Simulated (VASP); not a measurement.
# Tl (P6_3/mmc) in VASP: notebook

Tl is run at these levels: PBE; tasks: single point.

Program: VASP 6.6.1. These are calculated values, not measurements. Logs are shortened: lines on timing, memory, paths and dates and some standing lists are left out, and cuts for length are marked.

**1. The cell of the first run**

The structure is hexagonal, space group P6_3/mmc (No. 194). Conventional cell: a = 3.527 Å, b = 3.527 Å, c = 11.578 Å, α = 90.00°, β = 90.00°, γ = 120.00°. Tl (site symmetry -3m) has 12 Tl at 3.53 to 3.54 Å within 4.6 Å. Within 4.6 Å of Tl (site symmetry -6m2) lie 12 Tl at 3.53 to 3.54 Å.

**2. Single point, PBE**

File INCAR:

```
ALGO = Fast
EDIFF = 1E-7
ENCUT = 520
GGA = PE
ISIF = 2
ISMEAR = 0
LASPH = True
LCHARG = False
LREAL = False
LWAVE = False
NBANDS = 34
NELM = 80
PREC = Accurate
SIGMA = 0.1
```

File KPOINTS:

```
k-points
0
Gamma
  15 15 4
```

File POSCAR:

```
Tl
1.0
    3.5269549464      0.0000000000      0.0000000000
   -1.7634774732      3.0544325816      0.0000000000
    0.0000000000      0.0000000000     11.5777185655
Tl
4
Direct
    0.0000000000      0.0000000000      0.0000000000
    0.3333333333      0.6666666667      0.2500000000
    0.0000000000      0.0000000000      0.5000000000
    0.6666666667      0.3333333333      0.7500000000
```

Potentials or basis: VASP PAW PBE potentials, release 64 (Tl_d).

On the command line:

```console
> cat potpaw_PBE.64/Tl_d/POTCAR > POTCAR
> mpirun -np 1 vasp_std > vasp.out
```

OUTCAR:

```text
EDIFF = 1E-7
   ENCUT = 520
   GGA = PE
   ISIF = 2
   ISMEAR = 0
   LASPH = True
   LREAL = False
   NELM = 80
   PREC = Accurate

 ion  position               nearest neighbor table
   1  0.000  0.000  0.000-   2 3.54   4 3.54   4 3.54   2 3.54   4 3.54   2 3.54
   2  0.333  0.667  0.250-   1 3.54   3 3.54   1 3.54   3 3.54   1 3.54   3 3.54
   3  0.000  0.000  0.500-   2 3.54   4 3.54   4 3.54   2 3.54   4 3.54   2 3.54
   4  0.667  0.333  0.750-   1 3.54   3 3.54   1 3.54   3 3.54   1 3.54   3 3.54

  LATTYP: Found a hexagonal cell.
 ALAT       =     3.5269549464
 C/A-ratio  =     3.2826386335

  Lattice vectors:

 A1 = (   3.5269549464,   0.0000000000,   0.0000000000)
 A2 = (  -1.7634774732,   3.0544325816,   0.0000000000)
 A3 = (   0.0000000000,   0.0000000000,  11.5777185655)

Analysis of symmetry for initial positions (statically):
=====================================================================
 Subroutine PRICEL returns:
 Original cell was already a primitive cell.

 Routine SETGRP: Setting up the symmetry group for a
 hexagonal supercell.

 Subroutine GETGRP returns: Found 24 space group operations
 (whereof 12 operations were pure point group operations)
 out of a pool of 24 trial point group operations.

The static configuration has the point symmetry D_3d.
 The point group associated with its full space group is D_6h.

Analysis of symmetry for dynamics (positions and initial velocities):
=====================================================================
 Subroutine PRICEL returns:
 Original cell was already a primitive cell.

 Routine SETGRP: Setting up the symmetry group for a
 hexagonal supercell.

 Subroutine GETGRP returns: Found 24 space group operations
 (whereof 12 operations were pure point group operations)
 out of a pool of 24 trial point group operations.

The dynamic configuration has the point symmetry D_3d.
 The point group associated with its full space group is D_6h.

 Subroutine INISYM returns: Found 24 space group operations
 (whereof 12 operations are pure point group operations),
 and found     1 'primitive' translations

----------------------------------------------------------------------------------------

                                     Primitive cell
[... 92 lines left out ...]
   LASPH  =      T    aspherical Exc in radial PAW
   ENCUT  =  520.0 eV  38.22 Ry    6.18 a.u.   6.56  6.56 21.53*2*pi/ulx,y,z
   NELM   =     80;   NELMIN=  2; NELMDL= -5     # of ELM steps
   EDIFF  = 0.1E-06   stopping-criterion for ELM
   LREAL  =      F    real-space projection
   EDIFFG = 0.1E-05   stopping-criterion for IOM
   NSW    =      0    number of steps for IOM
   IBRION =     -1    ionic relax: 0-MD 1-quasi-New 2-CG
   NFREE  =      0    steps in history (QN), initial steepest desc. (CG)
   ISIF   =      2    stress and relaxation
   ISYM   =      2    0-nonsym 1-usesym 2-fastsym
   POTIM  = 0.5000    time-step for ionic-motion
   TEBEG  =    0.0;   TEEND  =   0.0 temperature during run
   PSTRESS=    0.0 pullay stress
   NELECT =      52.0000    total number of electrons
   NUPDOWN=      -1.0000    fix difference up-down
   EMIN   =  10.00;   EMAX   =-10.00  energy-range for DOS
   EFERMI =   0.00;   METHOD = LEGACY
   ISMEAR =     0;   SIGMA  =   0.10  broadening in eV -4-tet -1-fermi 0-gaus
   EFERMI_NEDOS =   21; number of points for ismear=-14 and -15
   IALGO  =     68    algorithm
   IMIX   =      4    mixing-type and parameters
     AMIX     =   0.40;   BMIX     =  1.00
     AMIX_MAG =   1.60;   BMIX_MAG =  1.00
  volume/ion in A,a.u.               =      31.18       210.42
  Fermi-wavevector in a.u.,A,eV,Ry     =   1.222995  2.311126 20.350473  1.495718
  Thomas-Fermi vector in A             =   2.358122
   LORBIT       =      0    0 simple, 1 ext, 2 COOP (PROOUT), +10 PAW based schemes
   GGA     = PE    functional components
   LHFCALC =     F    Hartree Fock is set to
   AEXX    =    0.0000 exact exchange contribution
   IVDW    =     0    specifies the selected vdW correction
   LEPSILON=     F    determine dielectric tensor
   LRPA    =     F    only Hartree local field effects (RPA)
 non-spin polarized calculation
 RMM-DIIS sequential band-by-band and
 Gauss-broadening in eV      SIGMA  =   0.10
  energy-cutoff  :      520.00
  volume of cell :      124.72
 maximum number of plane-waves:      3416
 NGX is ok and might be reduce to    28
   NGX = 13   NGY = 13   NGZ = 43

 number of electron      51.9999994 magnetization

 Free energy of the ion-electron system (eV)
  ---------------------------------------------------
  ext. energy  EPLUGINS =         0.00000000
  ---------------------------------------------------
  free energy    TOTEN  =        -8.84371708 eV

  energy without entropy =       -8.83513685  energy(sigma->0) =       -8.83942696

 E-fermi :   5.6956     XC(G=0):  -9.7661

 val. band max:        5.6821431491   @ k =   0.2000  -0.0000   0.5000
 cond. band min:       5.7017982515   @ k =   0.2667   0.1333   0.0000
 fundamental gap:      0.0196551023
 Fermi energy:         5.6955520509

 k-point     1 :       0.0000    0.0000    0.0000
  band No.  band energies     occupation
      1      -5.9469      2.00000
      2      -5.8691      2.00000
      3      -5.8553      2.00000
      4      -5.8104      2.00000
      5      -5.8064      2.00000
      6      -5.8064      2.00000
[... 877 lines left out ...]
     33       9.4011      0.00000
     34      10.1236      0.00000

 [... further k-points ...]

------------------------ aborting loop because EDIFF is reached ----------------------------------------

  FORCE on cell =-STRESS in cart. coord.  units (eV):
  Direction    XX          YY          ZZ          XY          YZ          ZX
  --------------------------------------------------------------------------------------
  -------------------------------------------------------------------------------------
  Total       -0.0685421     -0.0685421     -0.0829308      0.0000000      0.0000000      0.0000000
  in kB       -0.8804703     -0.8804703     -1.0653022      0.0000000      0.0000000      0.0000000
  external PRESSURE =      -0.9420809 kB  Pullay stress =       0.0000000 kB

 VOLUME and BASIS-vectors are now :
 -----------------------------------------------------------------------------
  energy-cutoff  :      520.00
  volume of cell :      124.72
      direct lattice vectors                 reciprocal lattice vectors
     3.526954946  0.000000000  0.000000000     0.283530699  0.163696525  0.000000000
    -1.763477473  3.054432582  0.000000000     0.000000000  0.327393050  0.000000000
     0.000000000  0.000000000 11.577718565     0.000000000  0.000000000  0.086372803

 POSITION                                       TOTAL-FORCE (eV/Angst)
 -----------------------------------------------------------------------------------
      0.00000      0.00000      0.00000        -0.000000      0.000000      0.000000
     -0.00000      2.03629      2.89443         0.000000      0.000000      0.000000
      0.00000      0.00000      5.78886        -0.000000      0.000000      0.000000
      1.76348      1.01814      8.68329        -0.000000     -0.000000     -0.000000
 -----------------------------------------------------------------------------------
    total drift:                                0.000000     -0.000000      0.000000

  FREE ENERGIE OF THE ION-ELECTRON SYSTEM (eV)
  ---------------------------------------------------
  free  energy   TOTEN  =        -8.8437170773 eV

  energy  without entropy=       -8.8351368478  energy(sigma->0) =       -8.83942696
```

Wall time 2.8 min (1 thread of Intel Xeon Platinum 8488C (Sapphire Rapids), shared host); peak memory 0.4 GiB.

What came out:

| Property | Result |
| --- | --- |
| Free energy | -8.8437 eV |
| Pressure | -0.1 GPa |
| Band gap on the k mesh | zero (bands 26 and 27 overlap by 3.83 eV) |

Levels at points of the mesh, in eV from the Fermi level:
```tsv
k point	band 24	band 25	band 26	band 27	band 28	band 29
(0.00, 0.00, 0.00)	-5.38	-2.57	2.73	2.74	7.72	7.72
(0.00, 0.00, 0.50)	-6.68	-0.64	-0.64	6.62	6.62	7.96
```

Caveat: spin-orbit coupling is left out, which moves the levels of the heavy elements.

(Part 1 of 2 ends here.)

The gap in the log of VASP goes by the Fermi energy; the results here count the filled bands.